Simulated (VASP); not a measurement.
Runs of VASP 6.6.1 on Ta2N. The structure is that of space group P-3m1 (No. 164), or close to it. The cells are those of the table. 

| cell | gap on the mesh (eV) | pressure (GPa) | largest force (eV/Å) |
| --- | --- | --- | --- |
| a = 3.101, b = 3.101, c = 4.638 Å, angles 90.0, 90.0, 120.0°, 3 atoms | none | 17.1 | 0.09 |
| a = 3.024, b = 3.024, c = 5.004 Å, angles 90.0, 90.0, 120.0°, 3 atoms | none | 8.4 | 0.55 |
| a = 3.024, b = 3.024, c = 5.126 Å, angles 90.0, 90.0, 120.0°, 3 atoms | none | (b) | 0.53 |
| a = 3.179, b = 3.179, c = 5.004 Å, angles 90.0, 90.0, 120.0°, 3 atoms | none | -17.5 | 0.33 |
| a = 3.024, b = 3.024, c = 4.882 Å, angles 90.0, 90.0, 120.0°, 3 atoms | none | (a) | 0.55 |

Alike in all rows: task single point; level PBE; potentials or basis VASP PAW PBE potentials, release 64 (Ta_pv, N); no spin polarisation; k mesh 18 × 18 × 10; cutoff (eV) 520; smearing gaussian 0.15 eV.

Fill in the values left out.

(a) 16.5; (b) 1.4.

Caveats: spin-orbit coupling is left out, which moves the levels of the heavy elements; the cell stands under pressure (at least some runs); the cell stands under tension (at least some runs).

A k mesh can miss the band edges, and the runs leave out spin-orbit coupling on Ta.

A gap of «none» marks levels without a gap at the run's occupations.
